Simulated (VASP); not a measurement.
A run of VASP 6.6.1 is set up as follows.

Contents of INCAR:

```
SYSTEM = Sn2Pt
PREC = Accurate
ENCUT = 520
EDIFF = 1E-6
ISMEAR = -1
SIGMA = 0.01
LREAL = .False.
LASPH = .True.
NELM = 60
ALGO = Normal
ISIF = 2
LWAVE = .False.
LCHARG = .False.
GGA = CA
NBANDS = 26
```

Contents of KPOINTS:

```
Automatic mesh
0
Gamma
  8 8 8
  0 0 0
```

The input POSCAR:

```
Sn2Pt
1.0
    0.0000000000      3.1800482863      3.1800482863
    3.1800482863      0.0000000000      3.1800482863
    3.1800482863      3.1800482863      0.0000000000
Sn Pt
2 1
Direct
    0.2500000000      0.2500000000      0.2500000000
    0.7500000000      0.7500000000      0.7500000000
    0.0000000000      0.0000000000      0.0000000000
```

Potentials or basis: VASP PAW LDA potentials, release 64 (Sn_d, Pt).

Command:

```bash
$ cat potpaw_LDA.64/Sn_d/POTCAR potpaw_LDA.64/Pt/POTCAR > POTCAR
$ mpirun -np 1 vasp_std > vasp.out
```

Q: Estimate the band gap on the k mesh.

A: Zero (bands 19 and 20 overlap by 3.62 eV).

Q: What does it give for the pressure?

A: 2.9 GPa.

Caveat: spin-orbit coupling is left out, which moves the levels of the heavy elements.
